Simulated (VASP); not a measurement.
# AlNi3 (Pm-3m) in VASP: notebook, part 2 of 2

VASP 6.6.1. Earlier steps stand in the parts before.

## Step 3: Single point, r2SCAN, collinear spin, ferromagnetic start (10.63 Å³/atom)

This run uses another cell than the first one, of 10.63 Å³/atom.

POSCAR

```
AlNi3
1.0
    3.4905276051      0.0000000000      0.0000000000
    0.0000000000      3.4905276051      0.0000000000
    0.0000000000      0.0000000000      3.4905276051
Al Ni
1 3
Direct
    0.0000000000      0.0000000000      0.0000000000
    0.0000000000      0.5000000000      0.5000000000
    0.5000000000      0.0000000000      0.5000000000
    0.5000000000      0.5000000000      0.0000000000
```

INCAR.step1

```
ALGO     = Normal         # electronic algorithm
EDIFF    = 1E-4           # SCF threshold, eV
ENCUT    = 520            # plane-wave cutoff, eV
GGA      = PE             # functional
ISMEAR   = 0              # smearing method
ISPIN    = 2              # spin polarisation
LASPH    = T              # aspherical terms in the spheres
LCHARG   = F              # write CHGCAR
LMAXMIX  = 4              # l up to which the mixer works
LREAL    = F              # projectors in reciprocal space
LWAVE    = T              # write WAVECAR
MAGMOM   = 0 0.4 0.4 0.4  # initial moments
NBANDS   = 28             # bands
NELM     = 150            # most SCF steps
PREC     = Accurate       # precision mode
SIGMA    = 0.1            # smearing width, eV
```

INCAR.step2

```
ALGO     = Normal         # electronic algorithm
EDIFF    = 1E-6           # SCF threshold, eV
ENCUT    = 520            # plane-wave cutoff, eV
ISIF     = 2              # what is computed and relaxed
ISMEAR   = 0              # smearing method
ISPIN    = 2              # spin polarisation
ISTART   = 1            
LASPH    = T              # aspherical terms in the spheres
LCHARG   = T              # write CHGCAR
LELF     = T              # ELF
LMAXMIX  = 4              # l up to which the mixer works
LMIXTAU  = T            
LORBIT   = 11             # projections on sites
LREAL    = F              # projectors in reciprocal space
LVHAR    = T            
LWAVE    = F              # write WAVECAR
MAGMOM   = 0 0.4 0.4 0.4  # initial moments
METAGGA  = R2SCAN         # meta-GGA
NBANDS   = 28             # bands
NELM     = 150            # most SCF steps
PREC     = Accurate       # precision mode
SIGMA    = 0.1            # smearing width, eV
```

KPOINTS

```
k-points
0
Gamma
  12 12 12
```

Potentials or basis: VASP PAW PBE potentials, release 64 (Al, Ni).

Run with:

```bash
$ cat potpaw_PBE.64/Al/POTCAR potpaw_PBE.64/Ni/POTCAR > POTCAR
$ cp INCAR.step1 INCAR
$ mpirun -np 1 vasp_std > vasp.out
$ cp INCAR.step2 INCAR
$ mpirun -np 1 vasp_std > vasp.out
```

Run time: 12 min. Hardware: 1 thread of Intel Xeon Platinum 8259CL at 2.50GHz (Skylake/Cascade Lake), shared host; peak memory 0.28 GiB.

Results (log left out):

```yaml
Free_energy: -44.2807 eV
Pressure: 6.7 GPa
Net_moment: 0.86 μB per cell
Site_moments: Al -0.02; Ni +0.32 μB
Valence_electrons_inside_the_program's_atomic_spheres: Al 0.85; Ni 9.54
```

Levels at points of the mesh, in eV from the Fermi level:
Spin up:
```tsv
k point	band 13	band 14	band 15	band 16	band 17	band 18	band 19	band 20	band 21	band 22
(0.00, 0.00, 0.00)	-0.51	-0.38	-0.38	-0.38	0.88	0.88	0.88	6.98	6.98	8.24
(0.50, 0.00, 0.00)	-1.59	-1.52	-1.37	-0.81	-0.38	5.92	5.92	5.97	5.97	6.71
(0.50, 0.50, 0.00)	-1.68	-1.51	-1.36	-1.28	-0.83	0.71	0.71	8.70	8.70	8.93
(0.50, 0.50, 0.50)	-1.68	-1.40	-1.40	-0.54	-0.54	-0.54	-0.36	3.95	4.33	4.33
```
Spin down:
| k point | band 14 | band 15 | band 16 | band 17 | band 18 | band 19 |
| --- | --- | --- | --- | --- | --- | --- |
| (0.00, 0.00, 0.00) | 0.50 | 0.50 | 0.50 | 0.72 | 0.72 | 0.72 |
| (0.50, 0.00, 0.00) | -1.01 | -1.01 | -0.54 | 0.50 | 5.95 | 5.95 |
| (0.50, 0.50, 0.00) | -1.34 | -0.99 | -0.63 | -0.54 | 1.25 | 1.25 |
| (0.50, 0.50, 0.50) | -1.11 | -1.11 | -0.49 | 0.18 | 0.18 | 0.18 |

Caveat: the cell stands under pressure; the PAW data sets were made with another functional, which shifts forces and pressure a little.

## Step 4: Single point, r2SCAN, collinear spin, ferromagnetic start (10.30 Å³/atom)

POSCAR

```
AlNi3
1.0
    3.4541652671      0.0000000000      0.0000000000
    0.0000000000      3.4541652671      0.0000000000
    0.0000000000      0.0000000000      3.4541652671
Al Ni
1 3
Direct
    0.0000000000      0.0000000000      0.0000000000
    0.0000000000      0.5000000000      0.5000000000
    0.5000000000      0.0000000000      0.5000000000
    0.5000000000      0.5000000000      0.0000000000
```

INCAR.step1

```
PREC = Accurate
ENCUT = 520
ISMEAR = 0
SIGMA = 0.1
LREAL = False
LASPH = True
NELM = 150
ISPIN = 2
MAGMOM = 0 0.4 0.4 0.4
LMAXMIX = 4
NBANDS = 28
GGA = PE
ALGO = Normal
EDIFF = 1E-4
LWAVE = True
LCHARG = False
```

INCAR.step2

```
PREC = Accurate
ENCUT = 520
EDIFF = 1E-6
ISMEAR = 0
SIGMA = 0.1
LREAL = False
LASPH = True
NELM = 150
ALGO = Normal
ISIF = 2
LWAVE = False
LCHARG = False
ISPIN = 2
MAGMOM = 0 0.4 0.4 0.4
LORBIT = 11
LMAXMIX = 4
METAGGA = R2SCAN
LMIXTAU = True
NBANDS = 28
ISTART = 1
```

KPOINTS

```
Automatic mesh
0
Gamma
  12 12 12
```

Run with:

```bash
$ cat potpaw_PBE.64/Al/POTCAR potpaw_PBE.64/Ni/POTCAR > POTCAR
$ cp INCAR.step1 INCAR
$ mpirun -np 1 vasp_std > vasp.out
$ cp INCAR.step2 INCAR
$ mpirun -np 1 vasp_std > vasp.out
```

Run time: 12 min. Hardware: 1 thread of Oxide Virtual Turin-like, shared host; peak memory 0.25 GiB.

The run converged. Its results:

* Free energy: -44.1948 eV
* Pressure: 14.4 GPa
* Net moment: 0.85 μB per cell
* Site moments: Al -0.01; Ni +0.31 μB
* Valence electrons inside the program's atomic spheres: Al 0.87; Ni 9.61

Levels at points of the mesh, in eV from the Fermi level:
Spin up:
| k point | band 15 | band 16 | band 17 | band 18 | band 19 | band 20 |
| --- | --- | --- | --- | --- | --- | --- |
| (0.00, 0.00, 0.00) | -0.35 | -0.35 | 0.89 | 0.89 | 0.89 | 7.17 |
| (0.50, 0.00, 0.00) | -1.40 | -0.81 | -0.35 | 6.04 | 6.04 | 6.15 |
| (0.50, 0.50, 0.00) | -1.38 | -1.32 | -0.85 | 0.78 | 0.78 | 8.86 |
| (0.50, 0.50, 0.50) | -1.44 | -0.52 | -0.52 | -0.52 | -0.41 | 4.19 |
Spin down:
```tsv
k point	band 13	band 14	band 15	band 16	band 17	band 18	band 19	band 20
(0.00, 0.00, 0.00)	-0.03	0.51	0.51	0.51	0.73	0.73	0.73	7.33
(0.50, 0.00, 0.00)	-1.06	-1.06	-1.05	-0.55	0.51	6.07	6.07	6.23
(0.50, 0.50, 0.00)	-1.46	-1.40	-1.03	-0.65	-0.58	1.31	1.31	8.90
(0.50, 0.50, 0.50)	-1.57	-1.16	-1.16	-0.54	0.19	0.19	0.19	4.32
```

Caveat: the cell stands under pressure; the PAW data sets were made with another functional, which shifts forces and pressure a little.

## Step 5: Single point, r2SCAN, collinear spin, ferromagnetic start (10.63 Å³/atom)

This run uses another cell than the first one, of 10.63 Å³/atom.

POSCAR

```
AlNi3
1.0
    3.4905275736      0.0000000000      0.0000000000
    0.0000000000      3.4905275736      0.0000000000
    0.0000000000      0.0000000000      3.4905275736
Al Ni
1 3
Direct
    0.0000000000      0.0000000000      0.0000000000
    0.0000000000      0.5000000000      0.5000000000
    0.5000000000      0.0000000000      0.5000000000
    0.5000000000      0.5000000000      0.0000000000
```

INCAR.step1

```
ALGO     = Normal         # electronic algorithm
EDIFF    = 1E-4           # SCF threshold, eV
ENCUT    = 520            # plane-wave cutoff, eV
GGA      = PE             # functional
ISMEAR   = 0              # smearing method
ISPIN    = 2              # spin polarisation
LASPH    = T              # aspherical terms in the spheres
LCHARG   = F              # write CHGCAR
LMAXMIX  = 4              # l up to which the mixer works
LREAL    = F              # projectors in reciprocal space
LWAVE    = T              # write WAVECAR
MAGMOM   = 0 0.4 0.4 0.4  # initial moments
NBANDS   = 28             # bands
NELM     = 150            # most SCF steps
PREC     = Accurate       # precision mode
SIGMA    = 0.1            # smearing width, eV
```

INCAR.step2

```
ALGO     = Normal         # electronic algorithm
EDIFF    = 1E-6           # SCF threshold, eV
ENCUT    = 520            # plane-wave cutoff, eV
ISIF     = 2              # what is computed and relaxed
ISMEAR   = 0              # smearing method
ISPIN    = 2              # spin polarisation
ISTART   = 1            
LASPH    = T              # aspherical terms in the spheres
LCHARG   = T              # write CHGCAR
LELF     = T              # ELF
LMAXMIX  = 4              # l up to which the mixer works
LMIXTAU  = T            
LORBIT   = 11             # projections on sites
LREAL    = F              # projectors in reciprocal space
LVHAR    = T            
LWAVE    = F              # write WAVECAR
MAGMOM   = 0 0.4 0.4 0.4  # initial moments
METAGGA  = R2SCAN         # meta-GGA
NBANDS   = 28             # bands
NELM     = 150            # most SCF steps
PREC     = Accurate       # precision mode
SIGMA    = 0.1            # smearing width, eV
```

KPOINTS

```
k-points
0
Gamma
  12 12 12
```

Run with:

```bash
$ cat potpaw_PBE.64/Al/POTCAR potpaw_PBE.64/Ni/POTCAR > POTCAR
$ cp INCAR.step1 INCAR
$ mpirun -np 1 vasp_std > vasp.out
$ cp INCAR.step2 INCAR
$ mpirun -np 1 vasp_std > vasp.out
```

Wall time 12 min (1 thread of Oxide Virtual Turin-like, shared host); peak memory 0.25 GiB.

The run converged. Its results:

```yaml
Free_energy: -44.2807 eV
Pressure: 6.7 GPa
Net_moment: 0.86 μB per cell
Site_moments: Al -0.02; Ni +0.32 μB
Valence_electrons_inside_the_program's_atomic_spheres: Al 0.85; Ni 9.54
```

Levels at points of the mesh, in eV from the Fermi level:
Spin up:
| k point | band 13 | band 14 | band 15 | band 16 | band 17 | band 18 | band 19 | band 20 | band 21 | band 22 |
| --- | --- | --- | --- | --- | --- | --- | --- | --- | --- | --- |
| (0.00, 0.00, 0.00) | -0.51 | -0.38 | -0.38 | -0.38 | 0.88 | 0.88 | 0.88 | 6.98 | 6.98 | 8.24 |
| (0.50, 0.00, 0.00) | -1.59 | -1.52 | -1.37 | -0.81 | -0.38 | 5.92 | 5.92 | 5.97 | 5.97 | 6.71 |
| (0.50, 0.50, 0.00) | -1.68 | -1.51 | -1.36 | -1.28 | -0.83 | 0.71 | 0.71 | 8.70 | 8.70 | 8.93 |
| (0.50, 0.50, 0.50) | -1.68 | -1.40 | -1.40 | -0.54 | -0.54 | -0.54 | -0.36 | 3.95 | 4.33 | 4.33 |
Spin down:
```
           k point  band 13  band 14  band 15  band 16  band 17  band 18  band 19  band 20
(0.00, 0.00, 0.00)    -0.03     0.50     0.50     0.50     0.72     0.72     0.72     7.14
(0.50, 0.00, 0.00)    -1.01    -1.01    -1.01    -0.54     0.50     5.95     5.95     6.04
(0.50, 0.50, 0.00)    -1.42    -1.34    -0.99    -0.63    -0.54     1.25     1.25     8.74
(0.50, 0.50, 0.50)    -1.52    -1.11    -1.11    -0.49     0.18     0.18     0.18     4.09
```

Caveat: the cell stands under pressure; the PAW data sets were made with another functional, which shifts forces and pressure a little.
